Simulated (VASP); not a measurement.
Si13O24 (a cell with a defect): single point with PBE

Si13O24 (a cell with a defect):

```
Si O
1.0
    -2.45828    4.25786    5.43163
     4.91656    0.00000    5.43163
     4.91656    8.51573    0.00000
Si O
13 24
Direct
  0.40081 0.94567 0.02838
  0.99479 0.01784 0.25538
  0.14961 0.56646 0.92505
  0.41168 0.91524 0.52443
  0.99817 0.99128 0.75743
  0.07871 0.59273 0.44441
  0.89246 0.45695 0.25798
  0.51473 0.49095 0.46023
  0.60078 0.06651 0.18895
  0.89645 0.45070 0.78094
  0.48860 0.49265 0.04956
  0.62029 0.04832 0.67766
  0.46782 0.46422 0.77986
  0.57685 0.97215 0.07158
  0.60876 0.30822 0.15539
  0.17478 0.04928 0.11452
  0.32737 0.39124 0.03410
  0.91030 0.21061 0.32351
  0.97629 0.48924 0.07422
  0.60398 0.91137 0.57401
  0.59602 0.27040 0.57262
  0.19869 0.04802 0.60458
  0.31795 0.46610 0.43508
  0.89602 0.19589 0.82297
  0.91572 0.55368 0.59841
  0.03468 0.51339 0.32516
  0.07496 0.83230 0.39327
  0.66366 0.58527 0.31389
  0.82110 0.95569 0.21726
  0.40924 0.66309 0.56493
  0.43548 0.99603 0.34504
  0.07811 0.45354 0.83086
  0.03404 0.81988 0.90898
  0.63605 0.56742 0.84884
  0.85177 0.92035 0.70621
  0.40254 0.70276 0.09648
  0.45658 0.99369 0.84746
```

```yaml
Program: VASP 6.6.1
Task: single point
Functional: PBE
Potentials_or_basis: VASP PAW PBE potentials, release 64 (Si, O)
Cutoff: 520 eV
k_mesh: 1 × 1 × 1
Occupations: fermi-dirac, width 0.05 eV
Spin: no spin polarisation
Dipole_correction: no
Further_INCAR_settings: LREAL = Auto; ALGO = Normal; EDIFF = 1e-06; NBANDS = 122
```

```
Pressure               : -1.2 GPa
Largest force          : 4.054 eV/Å
Band gap on the k mesh : 2.00 eV
```

Forces on the atoms (eV/Å):
```
Si  -0.295 -1.308 -2.384
Si   0.685  1.146 -2.193
Si   0.983 -0.382  0.206
Si  -0.368 -0.429 -1.138
Si   0.963  1.265  2.475
Si  -1.616 -0.647  1.895
Si  -3.075 -0.650  1.013
Si   2.304  0.725 -2.614
Si   0.381  1.864  0.537
Si  -1.373 -1.987 -3.255
Si   0.077 -1.583  0.692
Si  -1.928  1.593 -2.053
Si   0.649  0.139  0.343
O    0.499  0.802  1.770
O   -0.792  0.027 -0.729
O   -2.216 -0.789  1.899
O    0.166  0.703  1.236
O    1.118 -0.548  0.671
O    2.992  1.456 -1.630
O    1.408  0.289  0.175
O    0.159 -1.563  1.318
O    0.199  1.133 -1.929
O    0.777 -0.362 -0.481
O    0.482 -1.012  1.764
O    0.582  1.971 -1.398
O    0.299 -0.048  0.010
O   -0.400 -0.974 -0.416
O   -1.138  0.084  0.251
O   -0.036  0.739  0.930
O   -0.176  0.276  1.359
O    0.270 -0.085  0.673
O    0.187 -0.261  0.803
O   -1.772  0.232  0.312
O   -0.653  2.154 -0.752
O    1.745 -2.517 -0.566
O   -0.771 -0.198 -0.037
O   -0.312 -1.256  1.245
```

Stress tensor (GPa, compression positive):
```
-3.84  1.75 -1.85
 1.75  2.18  3.24
-1.85  3.24 -2.07
```

Levels at points of the mesh, in eV from the valence-band top:
| k point | band 95 | band 96 | band 97 | band 98 | band 99 | band 100 | band 101 | band 102 |
| --- | --- | --- | --- | --- | --- | --- | --- | --- |
| (0.00, 0.00, 0.00) | -3.05 | -2.79 | -2.36 | 0.00 | 2.00 | 2.54 | 3.15 | 3.67 |

It took 2.3 min on 1 thread of Intel(R) Xeon(R) Platinum 8259CL CPU @ 2.50GHz (Skylake/Cascade Lake) (shared host), peak memory 0.47 GiB.

Caveat: the k points lie up to 0.94 Å⁻¹ apart; the atoms stand as in a frame of molecular dynamics.
